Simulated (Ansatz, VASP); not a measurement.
Ag in VASP and in Ansatz

The input INCAR:

```
SYSTEM = Ag
  PREC = Accurate
  ENCUT = 520
  EDIFF = 1E-7
  ISMEAR = -1
  SIGMA = 0.08
  LREAL = .False.
  LASPH = .True.
  NELM = 100
  ALGO = Normal
  ISIF = 2
  LWAVE = .False.
  LCHARG = .True.
  GGA = PE
  LELF = .True.
  LVHAR = .True.
  NBANDS = 12
```

File KPOINTS:

```
Automatic mesh
0
Gamma
  16 16 16
  0 0 0
```

File POSCAR:

```
Ag
1.0
    2.4192072676      0.0000000000      0.0000000000
    0.0000000000      2.4192072676      0.0000000000
    0.0000000000      0.0000000000      2.4192072676
Ag
1
Direct
    0.0000000000      0.0000000000      0.0000000000
```

Input for Ansatz:

```yaml
crystal:
  lattice:
    - [2.4192072676, 0.0, 0.0]
    - [0.0, 2.4192072676, 0.0]
    - [0.0, 0.0, 2.4192072676]
  atoms:
    - { symbol: Ag, position: [0.0, 0.0, 0.0] }
kpoints:
  mp_grid: { grid: [16, 16, 16] }
scf:
  occupations: { method: fermi_dirac, width: 0.08 }
hamiltonian:
  xc: pbe
  pseudopotentials: { kind: all_electron, lapw: { basis_error: 0.001 } }
output:
  forces: true
  stress: true
  eigenvalues: true
  populations: true
```

Change from the starting cell: volume scaled by 0.68, LAPW.

Alike in both runs: task single point; functional PBE; k mesh 16 × 16 × 16; occupations fermi-dirac, width 0.08 eV; no spin polarisation.

|  | VASP | Ansatz |
| --- | --- | --- |
| version | VASP 6.6.1 | Ansatz 0.2.0 |
| potentials or method | VASP PAW PBE potentials, release 64 (Ag), cutoff 520 eV | all-electron LAPW, scalar-relativistic |

VASP gave:

- pressure (GPa): 75.4

Task: Which values does Ansatz return?

Result: Pressure (GPa): 76.4.

Both programs put the cell under a high pressure, so it lies far from rest at this level. Ansatz ran all-electron here, and VASP with PAW potentials.

Noted on VASP's run: the cell as given lies far from equilibrium.
